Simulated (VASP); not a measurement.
# TiAl (P4/mmm) in VASP: a series of runs

Runs on TiAl. Level: LDA. Tasks: single point.

Everything below comes from runs of VASP 6.6.1. Logs are shortened: lines on timing, memory, paths and dates and some standing lists are left out, and cuts for length are marked.

**1. The cell of the first run**

The structure is tetragonal, space group P4/mmm (No. 123). Conventional cell: a = 3.038 Å, b = 3.038 Å, c = 3.124 Å, α = 90.00°, β = 90.00°, γ = 90.00°. Within 3.5 Å of Ti (site symmetry 4/mmm) lie 8 Al at 2.66 Å and 6 Ti at 3.04 to 3.12 Å. Al (site symmetry 4/mmm) has 8 Ti at 2.66 Å and 6 Al at 3.04 to 3.12 Å within 3.5 Å.

**2. Single point, LDA (normal strain along x -0.0275, normal strain along y -0.0275)**

INCAR

```
SYSTEM = TiAl
PREC = Accurate
ENCUT = 520
EDIFF = 1E-7
ISMEAR = 0
SIGMA = 0.15
LREAL = .False.
LASPH = .True.
NELM = 60
ALGO = Fast
ISIF = 2
LWAVE = .False.
LCHARG = .False.
NBANDS = 14
```

KPOINTS

```
Automatic mesh
0
Gamma
  14 14 14
  0 0 0
```

POSCAR

```
TiAl
1.0
    3.0381738569      0.0000000000      0.0000000000
    0.0000000000      3.0381738569      0.0000000000
    0.0000000000      0.0000000000      3.1240862282
Ti Al
1 1
Direct
    0.0000000000      0.0000000000      0.0000000000
    0.5000000000      0.5000000000      0.5000000000
```

Potentials or basis: VASP PAW LDA potentials, release 64 (Ti_sv, Al).

Launch:

```bash
> cat potpaw_LDA.64/Ti_sv/POTCAR potpaw_LDA.64/Al/POTCAR > POTCAR
> mpirun -np 1 vasp_std > vasp.out
```

OUTCAR:

```text
SYSTEM = TiAl
   PREC = Accurate
   ENCUT = 520
   EDIFF = 1E-7
   ISMEAR = 0
   LREAL = .False.
   LASPH = .True.
   NELM = 60
   ISIF = 2

 ion  position               nearest neighbor table
   1  0.000  0.000  0.000-   2 2.66   2 2.66   2 2.66   2 2.66   2 2.66   2 2.66   2 2.66   2 2.66

   2  0.500  0.500  0.500-   1 2.66   1 2.66   1 2.66   1 2.66   1 2.66   1 2.66   1 2.66   1 2.66

  LATTYP: Found a simple tetragonal cell.
 ALAT       =     3.0381738569
 C/A-ratio  =     1.0282776350

  Lattice vectors:

 A1 = (   3.0381738569,   0.0000000000,   0.0000000000)
 A2 = (   0.0000000000,   3.0381738569,   0.0000000000)
 A3 = (   0.0000000000,   0.0000000000,   3.1240862282)

Analysis of symmetry for initial positions (statically):
=====================================================================
 Subroutine PRICEL returns:
 Original cell was already a primitive cell.

 Routine SETGRP: Setting up the symmetry group for a
 simple tetragonal supercell.

 Subroutine GETGRP returns: Found 16 space group operations
 (whereof 16 operations were pure point group operations)
 out of a pool of 16 trial point group operations.

The static configuration has the point symmetry D_4h.

Analysis of symmetry for dynamics (positions and initial velocities):
=====================================================================
 Subroutine PRICEL returns:
 Original cell was already a primitive cell.

 Routine SETGRP: Setting up the symmetry group for a
 simple tetragonal supercell.

 Subroutine GETGRP returns: Found 16 space group operations
 (whereof 16 operations were pure point group operations)
 out of a pool of 16 trial point group operations.

The dynamic configuration has the point symmetry D_4h.

 Subroutine INISYM returns: Found 16 space group operations
 (whereof 16 operations are pure point group operations),
 and found     1 'primitive' translations

----------------------------------------------------------------------------------------

                                     Primitive cell

  volume of cell :      28.8369

  direct lattice vectors                    reciprocal lattice vectors
     3.038173857  0.000000000  0.000000000     0.329145088  0.000000000  0.000000000
     0.000000000  3.038173857  0.000000000     0.000000000  0.329145088  0.000000000
     0.000000000  0.000000000  3.124086228     0.000000000  0.000000000  0.320093598

  length of vectors
     3.038173857  3.038173857  3.124086228     0.329145088  0.329145088  0.320093598

  position of ions in fractional coordinates (direct lattice)
     0.000000000  0.000000000  0.000000000
     0.500000000  0.500000000  0.500000000

  ion indices of the primitive-cell ions
   primitive index   ion index
                 1           1
                 2           2

----------------------------------------------------------------------------------------

 KPOINTS: Automatic mesh

Automatic generation of k-mesh.
 Grid dimensions read from file:
 generate k-points for:   14   14   14

 Generating k-lattice:

  Cartesian coordinates                     Fractional coordinates (reciprocal lattice)
     0.023510363  0.000000000  0.000000000     0.071428571  0.000000000  0.000000000
     0.000000000  0.023510363  0.000000000     0.000000000  0.071428571  0.000000000
     0.000000000  0.000000000  0.022863828     0.000000000  0.000000000  0.071428571

  Length of vectors
     0.023510363  0.023510363  0.022863828

  Shift w.r.t. Gamma in fractional coordinates (k-lattice)
     0.000000000  0.000000000  0.000000000

 Subroutine IBZKPT returns following result:
 ===========================================

 Found    288 irreducible k-points:

 Following reciprocal coordinates:
            Coordinates               Weight
  0.000000  0.000000  0.000000      1.000000
  0.071429  0.000000  0.000000      4.000000
  0.142857  0.000000  0.000000      4.000000
  0.214286  0.000000  0.000000      4.000000
  0.285714  0.000000  0.000000      4.000000
  0.357143  0.000000  0.000000      4.000000
[... 16 lines left out ...]
  0.285714  0.214286  0.000000      8.000000
  0.357143  0.214286  0.000000      8.000000
 [... further k-points ...]
   k-points           NKPTS =    288   k-points in BZ     NKDIM =    288   number of bands    NBANDS=     14
   number of dos      NEDOS =    301   number of ions     NIONS =      2
   total plane-waves  NPLWV =  13824
   dimension x,y,z NGX =    24 NGY =   24 NGZ =   24
   dimension x,y,z NGXF=    48 NGYF=   48 NGZF=   48
   ions per type =               1   1
   NGX,Y,Z   is equivalent  to a cutoff of  13.13, 13.13, 12.77 a.u.
   NGXF,Y,Z  is equivalent  to a cutoff of  26.27, 26.27, 25.54 a.u.
 SYSTEM =  TiAl
   PREC   = accura    normal or accurate (medium, high low for compatibility)
   ISTART =      0    job   : 0-new  1-cont  2-samecut
   ICHARG =      2    charge: 1-file 2-atom 10-const
   ISPIN  =      1    spin polarized calculation?
   LNONCOLLINEAR =      F non collinear calculations
   LSORBIT =      F    spin-orbit coupling
   LASPH  =      T    aspherical Exc in radial PAW
   ENCUT  =  520.0 eV  38.22 Ry    6.18 a.u.   5.65  5.65  5.81*2*pi/ulx,y,z
   NELM   =     60;   NELMIN=  2; NELMDL= -5     # of ELM steps
   EDIFF  = 0.1E-06   stopping-criterion for ELM
   LREAL  =      F    real-space projection
   EDIFFG = 0.1E-05   stopping-criterion for IOM
   NSW    =      0    number of steps for IOM
   IBRION =     -1    ionic relax: 0-MD 1-quasi-New 2-CG
   NFREE  =      0    steps in history (QN), initial steepest desc. (CG)
   ISIF   =      2    stress and relaxation
   ISYM   =      2    0-nonsym 1-usesym 2-fastsym
   POTIM  = 0.5000    time-step for ionic-motion
   TEBEG  =    0.0;   TEEND  =   0.0 temperature during run
   PSTRESS=    0.0 pullay stress
   NELECT =      15.0000    total number of electrons
   NUPDOWN=      -1.0000    fix difference up-down
   EMIN   =  10.00;   EMAX   =-10.00  energy-range for DOS
   EFERMI =   0.00;   METHOD = LEGACY
   ISMEAR =     0;   SIGMA  =   0.15  broadening in eV -4-tet -1-fermi 0-gaus
   EFERMI_NEDOS =   21; number of points for ismear=-14 and -15
   IALGO  =     68    algorithm
   IMIX   =      4    mixing-type and parameters
     AMIX     =   0.40;   BMIX     =  1.00
     AMIX_MAG =   1.60;   BMIX_MAG =  1.00
  volume/ion in A,a.u.               =      14.42        97.30
  Fermi-wavevector in a.u.,A,eV,Ry     =   1.316606  2.488025 23.585038  1.733451
  Thomas-Fermi vector in A             =   2.446706
   LORBIT       =      0    0 simple, 1 ext, 2 COOP (PROOUT), +10 PAW based schemes
   GGA     = CA    functional components
   LHFCALC =     F    Hartree Fock is set to
   AEXX    =    0.0000 exact exchange contribution
   IVDW    =     0    specifies the selected vdW correction
   LEPSILON=     F    determine dielectric tensor
   LRPA    =     F    only Hartree local field effects (RPA)
 non-spin polarized calculation
 RMM-DIIS sequential band-by-band and
 Gauss-broadening in eV      SIGMA  =   0.15
  energy-cutoff  :      520.00
  volume of cell :       28.84
 maximum number of plane-waves:       796
 NGX is ok and might be reduce to    24
   NGX = 11   NGY = 11   NGZ = 11

 number of electron      15.0000002 magnetization

 Free energy of the ion-electron system (eV)
  ---------------------------------------------------
  ext. energy  EPLUGINS =         0.00000000
  ---------------------------------------------------
  free energy    TOTEN  =       -13.27466773 eV

  energy without entropy =      -13.25052180  energy(sigma->0) =      -13.26259477

 E-fermi :   9.7043     XC(G=0): -11.7946

 val. band max:        9.7025048162   @ k =   0.2857   0.0714   0.2857
 cond. band min:       9.7110699698   @ k =   0.4286   0.0714   0.0000
 fundamental gap:      0.0085651536
 Fermi energy:         9.7043217811

 k-point     1 :       0.0000    0.0000    0.0000
  band No.  band energies     occupation
      1     -46.2628      2.00000
      2     -22.8648      2.00000
      3     -22.8190      2.00000
      4     -22.8190      2.00000
      5       0.0463      2.00000
      6       7.9830      2.00000
      7       8.0676      2.00000
      8      11.6723      0.00000
      9      11.6723      0.00000
     10      11.8251      0.00000
     11      14.1564      0.00000
     12      14.9588      0.00000
     13      14.9588      0.00000
     14      19.2222      0.00000

 k-point     2 :       0.0714    0.0000    0.0000
  band No.  band energies     occupation
      1     -46.2614      2.00000
      2     -22.8635      2.00000
      3     -22.8333      2.00000
      4     -22.8177      2.00000
      5       0.1374      2.00000
      6       7.9982      2.00000
      7       8.0716      2.00000
      8      11.4791      0.00000
      9      11.6713      0.00000
     10      11.6849      0.00000
     11      14.4079      0.00000
     12      14.5661      0.00000
     13      15.1707      0.00000
     14      19.1077      0.00000

 k-point     3 :       0.1429    0.0000    0.0000
  band No.  band energies     occupation
      1     -46.2574      2.00000
      2     -22.8735      2.00000
      3     -22.8598      2.00000
      4     -22.8142      2.00000
      5       0.4075      2.00000
      6       7.8985      2.00000
      7       8.1755      2.00000
      8      11.0561      0.00000
      9      11.3104      0.00000
     10      11.7205      0.00000
     11      13.8054      0.00000
     12      15.0092      0.00000
     13      15.7094      0.00000
     14      18.7203      0.00000
[... 324 lines left out ...]
 k-point    23 :       0.2857    0.2143    0.0000
  band No.  band energies     occupation
      1     -46.2346      2.00000
      2     -22.9804      2.00000
      3     -22.9107      2.00000
      4     -22.8383      2.00000
      5       2.1374      2.00000
      6       7.3160      2.00000
      7       8.2261      2.00000
      8       9.9080      0.05485
      9      10.3398      0.00000
     10      11.0497      0.00000
     11      13.2959      0.00000
     12      15.1096      0.00000
     13      17.7702      0.00000
     14      18.2215      0.00000

 k-point    24 :       0.3571    0.2143    0.0000
  band No.  band energies     occupation
      1     -46.2289      2.00000
      2     -23.0354      2.00000
      3     -22.9044      2.00000
      4     -22.8330      2.00000
      5       2.7974      2.00000
      6       6.4972      2.00000
      7       8.5259      2.00000
      8       9.7456      0.69744
      9      10.0856      0.00033
     10      11.1001      0.00000
     11      13.1586      0.00000
     12      15.6039      0.00000
     13      17.8179      0.00000
     14      18.4865      0.00000

 [... further k-points ...]
[... 5 lines left out ...]
  --------------------------------------------------------------------------------------
  -------------------------------------------------------------------------------------
  Total        1.3145000      1.3145000      1.7317918      0.0000000      0.0000000      0.0000000
  in kB       73.0336364     73.0336364     96.2183747      0.0000000      0.0000000      0.0000000
  external PRESSURE =      80.7618825 kB  Pullay stress =       0.0000000 kB

 VOLUME and BASIS-vectors are now :
 -----------------------------------------------------------------------------
  energy-cutoff  :      520.00
  volume of cell :       28.84
      direct lattice vectors                 reciprocal lattice vectors
     3.038173857  0.000000000  0.000000000     0.329145088  0.000000000  0.000000000
     0.000000000  3.038173857  0.000000000     0.000000000  0.329145088  0.000000000
     0.000000000  0.000000000  3.124086228     0.000000000  0.000000000  0.320093598

 POSITION                                       TOTAL-FORCE (eV/Angst)
 -----------------------------------------------------------------------------------
      0.00000      0.00000      0.00000         0.000000      0.000000      0.000000
      1.51909      1.51909      1.56204         0.000000      0.000000      0.000000
 -----------------------------------------------------------------------------------
    total drift:                                0.000000      0.000000      0.000000

  FREE ENERGIE OF THE ION-ELECTRON SYSTEM (eV)
  ---------------------------------------------------
  free  energy   TOTEN  =       -13.2746677287 eV

  energy  without entropy=      -13.2505218029  energy(sigma->0) =      -13.26259477
```

It took 68 s on 1 thread of Intel Xeon 6975P-C (Granite Rapids), shared host; peak memory 0.22 GiB.

What came out:

```
Free energy : -13.2747 eV
Pressure    : 8.1 GPa
```

Levels at points of the mesh, in eV from the Fermi level:
| k point | band 5 | band 6 | band 7 | band 8 | band 9 | band 10 |
| --- | --- | --- | --- | --- | --- | --- |
| (0.00, 0.00, 0.00) | -9.66 | -1.72 | -1.64 | 1.97 | 1.97 | 2.12 |
| (0.50, 0.00, 0.00) | -5.98 | -5.40 | -0.63 | -0.09 | 0.27 | 2.23 |
| (0.50, 0.50, 0.00) | -5.18 | -1.91 | -1.91 | -1.53 | 0.57 | 0.57 |
| (0.00, 0.00, 0.50) | -6.27 | -5.46 | -0.70 | 0.25 | 0.25 | 2.33 |
| (0.50, 0.00, 0.50) | -5.36 | -2.15 | -1.97 | -1.58 | 0.78 | 0.85 |
| (0.50, 0.50, 0.50) | -3.42 | -3.41 | -3.41 | 1.24 | 3.17 | 3.24 |

Caveat: the cell differs from its parent crystal (normal strain along x -0.0275, normal strain along y -0.0275).

**3. Single point, LDA (normal strain along x -0.0275, normal strain along y +0.0000)**

INCAR

```
ALGO = Normal
EDIFF = 1E-6
ENCUT = 520
GGA = CA
ISIF = 2
ISMEAR = 0
LASPH = T
LCHARG = F
LREAL = F
LWAVE = F
NBANDS = 14
NELM = 80
PREC = Accurate
SIGMA = 0.15
```

KPOINTS

```
k-points
0
Gamma
  14 14 14
```

POSCAR, as its differences from that of step 2:

```diff
@@ -3,3 +3,3 @@
     3.0381738569      0.0000000000      0.0000000000
-    0.0000000000      3.0381738569      0.0000000000
+    0.0000000000      3.1240862282      0.0000000000
     0.0000000000      0.0000000000      3.1240862282
```

Potentials or basis: VASP PAW LDA potentials, release 64 (Ti_sv, Al).

Launch:

```bash
> cat potpaw_LDA.64/Ti_sv/POTCAR potpaw_LDA.64/Al/POTCAR > POTCAR
> mpirun -np 1 vasp_std > vasp.out
```

Run time: 27 s. Hardware: 1 thread of Intel Xeon 6975P-C (Granite Rapids), shared host; peak memory 0.22 GiB.

Results (log left out):

```yaml
Free_energy: -13.3039 eV
Pressure: 3.9 GPa
```

Stress tensor (GPa, compression positive):
```
3.13 0.00 0.00
0.00 4.31 0.00
0.00 0.00 4.31
```

Levels at points of the mesh, in eV from the Fermi level:
| k point | band 4 | band 5 | band 6 | band 7 | band 8 | band 9 | band 10 | band 11 |
| --- | --- | --- | --- | --- | --- | --- | --- | --- |
| (0.00, 0.00, 0.00) | -32.57 | -9.54 | -1.65 | -1.57 | 1.84 | 2.00 | 2.00 | 4.56 |
| (0.50, 0.00, 0.00) | -32.59 | -5.87 | -5.30 | -0.57 | 0.03 | 0.03 | 2.12 | 3.59 |
| (0.00, 0.50, 0.00) | -32.55 | -6.15 | -5.37 | -0.65 | 0.01 | 0.36 | 2.22 | 3.24 |
| (0.50, 0.50, 0.00) | -32.57 | -5.16 | -2.06 | -1.88 | -1.51 | 0.60 | 0.67 | 3.09 |
| (0.00, 0.50, 0.50) | -32.53 | -5.34 | -2.12 | -2.12 | -1.57 | 0.88 | 0.88 | 2.97 |
| (0.50, 0.50, 0.50) | -32.77 | -3.32 | -3.32 | -3.32 | 1.06 | 3.05 | 3.20 | 3.20 |

Caveat: the cell differs from its parent crystal (normal strain along x -0.0275, normal strain along y +0.0000).

**4. Single point, LDA (normal strain along x +0.0000, normal strain along y +0.0275)**

INCAR

```
SYSTEM = TiAl
PREC = Accurate ; ENCUT = 520
EDIFF = 1E-6 ; ISMEAR = 0
SIGMA = 0.15 ; LREAL = .False.
LASPH = .True. ; NELM = 80
ALGO = Normal ; ISIF = 2
LWAVE = .False. ; LCHARG = .False.
GGA = CA ; NBANDS = 14
```

KPOINTS

```
regular mesh
0
Gamma
  14 14 14
  0 0 0
```

POSCAR

```
TiAl
1.0
    3.1240862282      0.0000000000      0.0000000000
    0.0000000000      3.2099985995      0.0000000000
    0.0000000000      0.0000000000      3.1240862282
Ti Al
1 1
Direct
    0.0000000000      0.0000000000      0.0000000000
    0.5000000000      0.5000000000      0.5000000000
```

Launch:

```bash
> cat potpaw_LDA.64/Ti_sv/POTCAR potpaw_LDA.64/Al/POTCAR > POTCAR
> mpirun -np 1 vasp_std > vasp.out
```

It took 28 s on 1 thread of Intel Xeon 6975P-C (Granite Rapids), shared host; peak memory 0.23 GiB.

The run converged. Its results:

```yaml
Free_energy: -13.3088 eV
Pressure: -3.0 GPa
```

Stress tensor (GPa, compression positive):
```
-3.72  0.00  0.00
 0.00 -1.53  0.00
 0.00  0.00 -3.72
```

Levels at points of the mesh, in eV from the Fermi level:
| k point | band 3 | band 4 | band 5 | band 6 | band 7 | band 8 | band 9 | band 10 | band 11 | band 12 |
| --- | --- | --- | --- | --- | --- | --- | --- | --- | --- | --- |
| (0.00, 0.00, 0.00) | -32.70 | -32.70 | -9.30 | -1.50 | -1.43 | 1.77 | 1.77 | 1.91 | 4.06 | 4.80 |
| (0.50, 0.00, 0.00) | -32.72 | -32.68 | -5.91 | -5.17 | -0.54 | -0.08 | 0.23 | 2.00 | 3.21 | 6.63 |
| (0.00, 0.50, 0.00) | -32.69 | -32.69 | -6.16 | -5.22 | -0.60 | 0.22 | 0.22 | 2.09 | 2.90 | 6.68 |
| (0.50, 0.50, 0.00) | -32.88 | -32.67 | -5.12 | -2.14 | -1.98 | -1.48 | 0.73 | 0.79 | 2.79 | 4.80 |
| (0.50, 0.00, 0.50) | -32.88 | -32.70 | -4.95 | -1.92 | -1.92 | -1.42 | 0.55 | 0.55 | 2.93 | 4.97 |
| (0.50, 0.50, 0.50) | -32.86 | -32.85 | -3.15 | -3.15 | -3.14 | 0.73 | 2.83 | 2.98 | 3.00 | 3.12 |

Caveat: the cell differs from its parent crystal (normal strain along x +0.0000, normal strain along y +0.0275).

**5. Single point, LDA (normal strain along x +0.0000, normal strain along y +0.0550)**

INCAR

```
SYSTEM = TiAl
  ALGO = Fast
  EDIFF = 1E-6
  ENCUT = 520
  ISIF = 2
  ISMEAR = 0
  LASPH = .TRUE.
  LCHARG = .FALSE.
  LREAL = .FALSE.
  LWAVE = .FALSE.
  NBANDS = 14
  NELM = 60
  PREC = Accurate
  SIGMA = 0.15
```

KPOINTS

```
k-points
0
G
  14 14 14
  0 0 0
```

POSCAR, as its differences from that of step 4:

```diff
@@ -3,3 +3,3 @@
     3.1240862282      0.0000000000      0.0000000000
-    0.0000000000      3.2099985995      0.0000000000
+    0.0000000000      3.2959109708      0.0000000000
     0.0000000000      0.0000000000      3.1240862282
```

Launch:

```bash
> cat potpaw_LDA.64/Ti_sv/POTCAR potpaw_LDA.64/Al/POTCAR > POTCAR
> mpirun -np 1 vasp_std > vasp.out
```

Run time: 68 s. Hardware: 1 thread of Intel Xeon 6975P-C (Granite Rapids), shared host; peak memory 0.23 GiB.

The run converged. Its results:

| Property | Result |
| --- | --- |
| Free energy | -13.2975 eV |
| Pressure | -5.8 GPa |

Stress tensor (GPa, compression positive):
```
-7.27  0.00  0.00
 0.00 -2.85  0.00
 0.00  0.00 -7.27
```

Levels at points of the mesh, in eV from the Fermi level:
| k point | band 4 | band 5 | band 6 | band 7 | band 8 | band 9 | band 10 | band 11 |
| --- | --- | --- | --- | --- | --- | --- | --- | --- |
| (0.00, 0.00, 0.00) | -32.72 | -9.16 | -1.46 | -1.32 | 1.71 | 1.71 | 1.95 | 3.52 |
| (0.50, 0.00, 0.00) | -32.71 | -5.77 | -5.05 | -0.48 | -0.25 | 0.35 | 1.94 | 3.22 |
| (0.00, 0.50, 0.00) | -32.71 | -6.26 | -5.16 | -0.59 | 0.32 | 0.32 | 2.10 | 2.61 |
| (0.50, 0.50, 0.00) | -32.70 | -5.08 | -2.22 | -1.91 | -1.44 | 0.78 | 0.89 | 2.64 |
| (0.50, 0.00, 0.50) | -32.75 | -4.74 | -1.81 | -1.81 | -1.33 | 0.43 | 0.43 | 2.93 |
| (0.50, 0.50, 0.50) | -32.87 | -3.04 | -3.04 | -3.03 | 0.61 | 2.68 | 2.88 | 2.97 |

Caveat: the cell differs from its parent crystal (normal strain along x +0.0000, normal strain along y +0.0550).

**6. Summary**

```csv
cell,gap on the mesh (eV),pressure (GPa)
"a = 3.038, b = 3.038, c = 3.124 Å, 2 atoms",none,8.1
"a = 3.038, b = 3.124, c = 3.124 Å, 2 atoms",none,3.9
"a = 3.124, b = 3.210 Å, 2 atoms",none,-3.0
"a = 3.124, b = 3.296 Å, 2 atoms",none,-5.8
```

Alike in all rows: task single point; level LDA; potentials or basis VASP PAW LDA potentials, release 64 (Ti_sv, Al); no spin polarisation; k mesh 14 × 14 × 14; cutoff (eV) 520; smearing gaussian 0.15 eV.

Absolute energies hang on the potentials; compare differences alone.
